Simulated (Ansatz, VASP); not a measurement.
**One calculation of BiTe4, two programs**

The input INCAR:

```
PREC     = Accurate       # precision mode
ENCUT    = 520            # plane-wave cutoff, eV
EDIFF    = 1E-6           # SCF threshold, eV
ISMEAR   = 0              # smearing method
SIGMA    = 0.1            # smearing width, eV
LREAL    = F              # projectors in reciprocal space
LASPH    = T              # aspherical terms in the spheres
NELM     = 100            # most SCF steps
ALGO     = Normal         # electronic algorithm
ISIF     = 2              # what is computed and relaxed
LWAVE    = F              # write WAVECAR
LCHARG   = T              # write CHGCAR
GGA      = PE             # functional
LELF     = T              # ELF
LVHAR    = T            
NBANDS   = 28             # bands
```

Contents of KPOINTS:

```
regular mesh
0
Gamma
  4 4 4
```

POSCAR

```
BiTe4
1.0
    5.6962405300      0.0000000000      0.0000000000
    0.0000000000      5.6962405300      0.0000000000
    0.0000000000      0.0000000000      5.6962405300
Bi Te
1 4
Direct
    0.0000000000      0.0000000000      0.0000000000
    0.2500000000      0.2500000000      0.2500000000
    0.7500000000      0.7500000000      0.2500000000
    0.2500000000      0.7500000000      0.7500000000
    0.7500000000      0.2500000000      0.7500000000
```

Input for Ansatz:

```yaml
crystal:
  lattice:
    - [5.69624053, 0.0, 0.0]
    - [0.0, 5.69624053, 0.0]
    - [0.0, 0.0, 5.69624053]
  atoms:
    - { symbol: Bi, position: [0.0, 0.0, 0.0] }
    - { symbol: Te, position: [0.25, 0.25, 0.25] }
    - { symbol: Te, position: [0.75, 0.75, 0.25] }
    - { symbol: Te, position: [0.25, 0.75, 0.75] }
    - { symbol: Te, position: [0.75, 0.25, 0.75] }
basis:
  ecutwfc: 420
kpoints:
  mp_grid: { grid: [4, 4, 4] }
hamiltonian:
  xc: pbe
scf:
  occupations: { method: gaussian, width: 0.1 }
  lower_state_search: "off"
output:
  forces: true
  stress: true
  eigenvalues: true
```

Change from the starting cell: species swapped into the SnI4 type (P-43m, No. 215).

Alike in both runs: task single point; functional PBE; k mesh 4 × 4 × 4; occupations gaussian, width 0.1 eV; no spin polarisation.

|  | VASP | Ansatz |
| --- | --- | --- |
| version | VASP 6.6.1 | Ansatz 0.2.0 |
| potentials or method | VASP PAW PBE potentials, release 64 (Bi_d, Te), cutoff 520 eV | scalar-relativistic, plane waves, PAW |
| valence electrons in the cell | 39 | 79 |

VASP gave:

| Property | Result |
| --- | --- |
| gap on the k mesh at the Fermi level (eV) | none |
| pressure (GPa) | 14.5 |

Problem. Which values does Ansatz return?

Solution. gap on the k mesh at the Fermi level (eV): none; pressure (GPa): 14.4.

A gap of «none» marks a metal or a gap that the smearing closes. The functional is the same, so the differences come from potentials, cutoffs and numerics. VASP's potentials hold 39 valence electrons a cell and Ansatz's 79, so a difference there can come from the potentials and not from the codes.

Neither program's run includes spin-orbit coupling.
